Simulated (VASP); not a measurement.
# Ti6H in VASP: further runs

The runs below take Ti6H through single point, with PBE.

Program: VASP 6.6.1. These are calculated values, not measurements. Logs are shortened: lines on timing, memory, paths and dates and some standing lists are left out, and cuts for length are marked.

### Step 1. The cell of the first run

The cell holds a slab with vacuum, 14 atoms: a = 5.664 Å, b = 4.579 Å, c = 24.551 Å, α = 90.00°, β = 90.00°, γ = 90.00°.

### Step 2. Single point, PBE

INCAR reads:

```
SYSTEM = Ti6H
PREC = Accurate
ENCUT = 520
EDIFF = 1E-7
ISMEAR = 0
SIGMA = 0.1
LREAL = .False.
LASPH = .True.
NELM = 80
ALGO = Normal
ISIF = 2
LWAVE = .False.
LCHARG = .False.
LDIPOL = .True.
IDIPOL = 3
DIPOL = 0.5 0.5 0.324
GGA = PE
NBANDS = 86
```

KPOINTS reads:

```
regular mesh
0
Gamma
  5 6 1
  0 0 0
```

POSCAR reads:

```
Ti6H
1.0
    5.6639455763      0.0000000000      0.0000000000
    0.0000000000      4.5793473381      0.0000000000
    0.0000000000      0.0000000000     24.5506933039
Ti H
12 2
Direct
    0.2500000000      0.0000000000      0.1629281891
    0.7500000000      0.0000000000      0.1629281891
    0.0000000000      0.5000000000      0.2167736627
    0.5000000000      0.5000000000      0.2167736627
    0.2500000000      0.0000000000      0.2706191363
    0.7500000000      0.0000000000      0.2706191363
    0.2500000000      0.5000000000      0.3256599435
    0.7500000000      0.5000000000      0.3256599435
    0.0000000000      0.0000000000      0.3779650127
    0.5000000000      0.0000000000      0.3779650127
    0.2500000000      0.5000000000      0.4297513383
    0.7500000000      0.5000000000      0.4297513383
   -0.1319751382      0.0000000000      0.4871835250
    0.1319751382      0.0000000000      0.4871835250
```

Potentials or basis: VASP PAW PBE potentials, release 64 (Ti_sv, H).

Launch:

```bash
$ cat potpaw_PBE.64/Ti_sv/POTCAR potpaw_PBE.64/H/POTCAR > POTCAR
$ mpirun -np 1 vasp_std > vasp.out
```

OUTCAR:

```text
SYSTEM = Ti6H
   PREC = Accurate
   ENCUT = 520
   EDIFF = 1E-7
   ISMEAR = 0
   LREAL = .False.
   LASPH = .True.
   NELM = 80
   ISIF = 2
   GGA = PE

 ion  position               nearest neighbor table
   1  0.250  0.000  0.163-   5 2.64   2 2.83   2 2.83
   2  0.750  0.000  0.163-   6 2.64   1 2.83   1 2.83
   3  0.000  0.500  0.217-   4 2.83   4 2.83
   4  0.500  0.500  0.217-   3 2.83   3 2.83
   5  0.250  0.000  0.271-   1 2.64   7 2.66   7 2.66   6 2.83   6 2.83
   6  0.750  0.000  0.271-   2 2.64   8 2.66   8 2.66   5 2.83   5 2.83
   7  0.250  0.500  0.326-  11 2.56   5 2.66   5 2.66   8 2.83   8 2.83
   8  0.750  0.500  0.326-  12 2.56   6 2.66   6 2.66   7 2.83   7 2.83
   9  0.000  0.000  0.378-  10 2.83  10 2.83
  10  0.500  0.000  0.378-   9 2.83   9 2.83
  11  0.250  0.500  0.430-   7 2.56  12 2.83  12 2.83
  12  0.750  0.500  0.430-   8 2.56  11 2.83  11 2.83
  13  0.868  0.000  0.487-
  14  0.132  0.000  0.487-

  LATTYP: Found a simple orthorhombic cell.
 ALAT       =     4.5793473381
 B/A-ratio  =     1.2368455935
 C/A-ratio  =     5.3611773668

  Lattice vectors:

 A1 = (   0.0000000000,  -4.5793473381,   0.0000000000)
 A2 = (   5.6639455763,   0.0000000000,   0.0000000000)
 A3 = (   0.0000000000,   0.0000000000,  24.5506933039)

Analysis of symmetry for initial positions (statically):
=====================================================================
 Subroutine PRICEL returns:
 Original cell was already a primitive cell.

 Routine SETGRP: Setting up the symmetry group for a
 simple orthorhombic supercell.

 Subroutine GETGRP returns: Found  4 space group operations
 (whereof  4 operations were pure point group operations)
 out of a pool of  8 trial point group operations.

The static configuration has the point symmetry C_2v.

Analysis of symmetry for dynamics (positions and initial velocities):
=====================================================================
 Subroutine PRICEL returns:
 Original cell was already a primitive cell.

 Routine SETGRP: Setting up the symmetry group for a
 simple orthorhombic supercell.

 Subroutine GETGRP returns: Found  4 space group operations
 (whereof  4 operations were pure point group operations)
 out of a pool of  8 trial point group operations.

The dynamic configuration has the point symmetry C_2v.

 Subroutine INISYM returns: Found  4 space group operations
 (whereof  4 operations are pure point group operations),
 and found     1 'primitive' translations

----------------------------------------------------------------------------------------

                                     Primitive cell

  volume of cell :     636.7756

  direct lattice vectors                    reciprocal lattice vectors
     5.663945576  0.000000000  0.000000000     0.176555369  0.000000000  0.000000000
     0.000000000  4.579347338  0.000000000     0.000000000  0.218371730  0.000000000
     0.000000000  0.000000000 24.550693304     0.000000000  0.000000000  0.040732047

  length of vectors
     5.663945576  4.579347338 24.550693304     0.176555369  0.218371730  0.040732047

  position of ions in fractional coordinates (direct lattice)
     0.250000000  0.000000000  0.162928189
     0.750000000  0.000000000  0.162928189
     0.000000000  0.500000000  0.216773663
     0.500000000  0.500000000  0.216773663
     0.250000000  0.000000000  0.270619136
     0.750000000  0.000000000  0.270619136
     0.250000000  0.500000000  0.325659943
     0.750000000  0.500000000  0.325659943
     0.000000000  0.000000000  0.377965013
     0.500000000  0.000000000  0.377965013
     0.250000000  0.500000000  0.429751338
     0.750000000  0.500000000  0.429751338
     0.868024862  0.000000000  0.487183525
     0.131975138  0.000000000  0.487183525

  ion indices of the primitive-cell ions
   primitive index   ion index
                 1           1
                 2           2
                 3           3
                 4           4
                 5           5
                 6           6
                 7           7
                 8           8
                 9           9
                10          10
                11          11
                12          12
                13          13
                14          14

----------------------------------------------------------------------------------------

 KPOINTS: regular mesh

Automatic generation of k-mesh.
 Grid dimensions read from file:
 generate k-points for:    5    6    1

 Generating k-lattice:

  Cartesian coordinates                     Fractional coordinates (reciprocal lattice)
     0.035311074  0.000000000  0.000000000     0.200000000  0.000000000  0.000000000
     0.000000000  0.036395288  0.000000000     0.000000000  0.166666667  0.000000000
     0.000000000  0.000000000  0.040732047     0.000000000  0.000000000  1.000000000

  Length of vectors
     0.035311074  0.036395288  0.040732047

  Shift w.r.t. Gamma in fractional coordinates (k-lattice)
     0.000000000  0.000000000  0.000000000

 Subroutine IBZKPT returns following result:
 ===========================================

 Found     12 irreducible k-points:

 Following reciprocal coordinates:
            Coordinates               Weight
  0.000000  0.000000  0.000000      1.000000
  0.200000  0.000000  0.000000      2.000000
  0.400000  0.000000  0.000000      2.000000
  0.000000  0.166667  0.000000      2.000000
  0.200000  0.166667  0.000000      4.000000
  0.400000  0.166667  0.000000      4.000000
  0.000000  0.333333  0.000000      2.000000
  0.200000  0.333333  0.000000      4.000000
  0.400000  0.333333  0.000000      4.000000
  0.000000  0.500000  0.000000      1.000000
  0.200000  0.500000  0.000000      2.000000
  0.400000  0.500000  0.000000      2.000000
   k-points           NKPTS =     12   k-points in BZ     NKDIM =     12   number of bands    NBANDS=     86
   number of dos      NEDOS =    301   number of ions     NIONS =     14
   total plane-waves  NPLWV = 290304
   dimension x,y,z NGX =    42 NGY =   36 NGZ =  192
   dimension x,y,z NGXF=    84 NGYF=   72 NGZF=  384
   ions per type =              12   2
   NGX,Y,Z   is equivalent  to a cutoff of  12.33, 13.07, 13.00 a.u.
   NGXF,Y,Z  is equivalent  to a cutoff of  24.66, 26.14, 26.00 a.u.
 SYSTEM =  Ti6H
   PREC   = accura    normal or accurate (medium, high low for compatibility)
   ISTART =      0    job   : 0-new  1-cont  2-samecut
   ICHARG =      2    charge: 1-file 2-atom 10-const
   ISPIN  =      1    spin polarized calculation?
   LNONCOLLINEAR =      F non collinear calculations
   LSORBIT =      F    spin-orbit coupling
   LASPH  =      T    aspherical Exc in radial PAW
   ENCUT  =  520.0 eV  38.22 Ry    6.18 a.u.  10.53  8.51 45.65*2*pi/ulx,y,z
   NELM   =     80;   NELMIN=  2; NELMDL= -5     # of ELM steps
   EDIFF  = 0.1E-06   stopping-criterion for ELM
   LREAL  =      F    real-space projection
   EDIFFG = 0.1E-05   stopping-criterion for IOM
   NSW    =      0    number of steps for IOM
   IBRION =     -1    ionic relax: 0-MD 1-quasi-New 2-CG
   NFREE  =      0    steps in history (QN), initial steepest desc. (CG)
   ISIF   =      2    stress and relaxation
   ISYM   =      2    0-nonsym 1-usesym 2-fastsym
   POTIM  = 0.5000    time-step for ionic-motion
   TEBEG  =    0.0;   TEEND  =   0.0 temperature during run
   PSTRESS=    0.0 pullay stress
   NELECT =     146.0000    total number of electrons
   NUPDOWN=      -1.0000    fix difference up-down
   EMIN   =  10.00;   EMAX   =-10.00  energy-range for DOS
   EFERMI =   0.00;   METHOD = LEGACY
   ISMEAR =     0;   SIGMA  =   0.10  broadening in eV -4-tet -1-fermi 0-gaus
   EFERMI_NEDOS =   21; number of points for ismear=-14 and -15
   IALGO  =     38    algorithm
   IMIX   =      4    mixing-type and parameters
     AMIX     =   0.40;   BMIX     =  1.00
     AMIX_MAG =   1.60;   BMIX_MAG =  1.00
  volume/ion in A,a.u.               =      45.48       306.94
  Fermi-wavevector in a.u.,A,eV,Ry     =   1.001991  1.893488 13.660047  1.003985
  Thomas-Fermi vector in A             =   2.134449
   LORBIT       =      0    0 simple, 1 ext, 2 COOP (PROOUT), +10 PAW based schemes
   GGA     = PE    functional components
   LHFCALC =     F    Hartree Fock is set to
   AEXX    =    0.0000 exact exchange contribution
   IVDW    =     0    specifies the selected vdW correction
   LEPSILON=     F    determine dielectric tensor
   LRPA    =     F    only Hartree local field effects (RPA)
 non-spin polarized calculation
 Gauss-broadening in eV      SIGMA  =   0.10
  energy-cutoff  :      520.00
  volume of cell :      636.78
 maximum number of plane-waves:     17211
 NGX is ok and might be reduce to    42
   NGX = 21   NGY = 17   NGZ = 91

 dipolmoment           0.000000      0.000000     -0.041434 electrons x Angstroem

 number of electron     146.0000058 magnetization

 dipolmoment           0.000000      0.000000      0.064055 electrons x Angstroem

 Free energy of the ion-electron system (eV)
  ---------------------------------------------------
  ext. energy  EPLUGINS =         0.00000000
  ---------------------------------------------------
  free energy    TOTEN  =       -92.15930767 eV

  energy without entropy =      -92.06232847  energy(sigma->0) =      -92.11081807

 E-fermi :   0.4164     XC(G=0):  -4.7712

 val. band max:        0.4145535829   @ k =   0.4000   0.0000   0.0000
 cond. band min:       0.4285684680   @ k =   0.4000   0.1667   0.0000
 fundamental gap:      0.0140148850
 Fermi energy:         0.4163588379

 k-point     1 :       0.0000    0.0000    0.0000
  band No.  band energies     occupation
      1     -56.5649      2.00000
      2     -56.5475      2.00000
      3     -56.5008      2.00000
      4     -56.4860      2.00000
      5     -56.4596      2.00000
      6     -56.4293      2.00000
[... 77 lines left out ...]
     84       1.4673      0.00000
     85       1.5368      0.00000

 k-point     2 :       0.2000    0.0000    0.0000
  band No.  band energies     occupation
      1     -56.5590      2.00000
      2     -56.5417      2.00000
      3     -56.5072      2.00000
      4     -56.4919      2.00000
      5     -56.4573      2.00000
      6     -56.4247      2.00000
[... 869 lines left out ...]
     84       1.1546      0.00000
     85       1.2797      0.00000

 k-point    12 :       0.4000    0.5000    0.0000
  band No.  band energies     occupation
      1     -56.5364      2.00000
      2     -56.5212      2.00000
      3     -56.5196      2.00000
      4     -56.5046      2.00000
      5     -56.4598      2.00000
      6     -56.4160      2.00000
[... 77 lines left out ...]
     84       1.0091      0.00000
     85       1.0354      0.00000
 [bands above 85 left out]

------------------------ aborting loop because EDIFF is reached ----------------------------------------

 vacuum level on the upper side and lower side of the slab       (xc-potential included)         0.217        -0.220

  FORCE on cell =-STRESS in cart. coord.  units (eV):
  Direction    XX          YY          ZZ          XY          YZ          ZX
  --------------------------------------------------------------------------------------
  -------------------------------------------------------------------------------------
  Total       -6.4297574    -12.7521832     -6.9664152      0.0000000      0.0000000      0.0000000
  in kB      -16.1777736    -32.0854923    -17.5280466      0.0000000      0.0000000      0.0000000
  external PRESSURE =     -21.9304375 kB  Pullay stress =       0.0000000 kB

 VOLUME and BASIS-vectors are now :
 -----------------------------------------------------------------------------
  energy-cutoff  :      520.00
  volume of cell :      636.78
      direct lattice vectors                 reciprocal lattice vectors
     5.663945576  0.000000000  0.000000000     0.176555369  0.000000000  0.000000000
     0.000000000  4.579347338  0.000000000     0.000000000  0.218371730  0.000000000
     0.000000000  0.000000000 24.550693304     0.000000000  0.000000000  0.040732047

 POSITION                                       TOTAL-FORCE (eV/Angst)
 -----------------------------------------------------------------------------------
      1.41599      0.00000      4.00000        -0.001607     -0.000000      0.458597
      4.24796      0.00000      4.00000         0.001607     -0.000000      0.458597
      0.00000      2.28967      5.32194         0.000000     -0.000000     -0.073087
      2.83197      2.28967      5.32194         0.000000     -0.000000     -0.059168
      1.41599      0.00000      6.64389         0.015702     -0.000000     -0.377162
      4.24796      0.00000      6.64389        -0.015702     -0.000000     -0.377162
      1.41599      2.28967      7.99518        -0.025317     -0.000000      0.055363
      4.24796      2.28967      7.99518         0.025317     -0.000000      0.055363
      0.00000      0.00000      9.27930         0.000000     -0.000000      1.042629
      2.83197      0.00000      9.27930         0.000000     -0.000000      0.030826
      1.41599      2.28967     10.55069         0.014572     -0.000000      0.407109
      4.24796      2.28967     10.55069        -0.014572      0.000000      0.407109
      4.91645      0.00000     11.96069         0.640710     -0.000000     -1.014507
      0.74750      0.00000     11.96069        -0.640710     -0.000000     -1.014507
 -----------------------------------------------------------------------------------
    total drift:                                0.000000      0.000000     -0.000227

  FREE ENERGIE OF THE ION-ELECTRON SYSTEM (eV)
  ---------------------------------------------------
  free  energy   TOTEN  =       -92.1593076737 eV

  energy  without entropy=      -92.0623284665  energy(sigma->0) =      -92.11081807

 vacuum level on the upper side and lower side of the slab         4.274         3.801
```

It took 48 min on 1 thread of Intel Xeon Platinum 8488C (Sapphire Rapids), shared host; peak memory 0.88 GiB.

What came out:

| Item | Value |
| --- | --- |
| Free energy | -92.1593 eV |
| Largest force | 1.200 eV/Å |
| Band gap on the k mesh | zero (band 73 reaches 0.48 eV, above the bottom of band 74 at 0.34 eV) |

Forces in eV/Å, atoms in the order of the input:
```
Ti  -0.002  0.000  0.459
Ti   0.002  0.000  0.459
Ti   0.000  0.000 -0.073
Ti   0.000  0.000 -0.059
Ti   0.016  0.000 -0.377
Ti  -0.016  0.000 -0.377
Ti  -0.025  0.000  0.055
Ti   0.025  0.000  0.055
Ti   0.000  0.000  1.043
Ti   0.000  0.000  0.031
Ti   0.015  0.000  0.407
Ti  -0.015  0.000  0.407
H    0.641  0.000 -1.015
H   -0.641  0.000 -1.015
```

(Continued in part 2 of 2.)
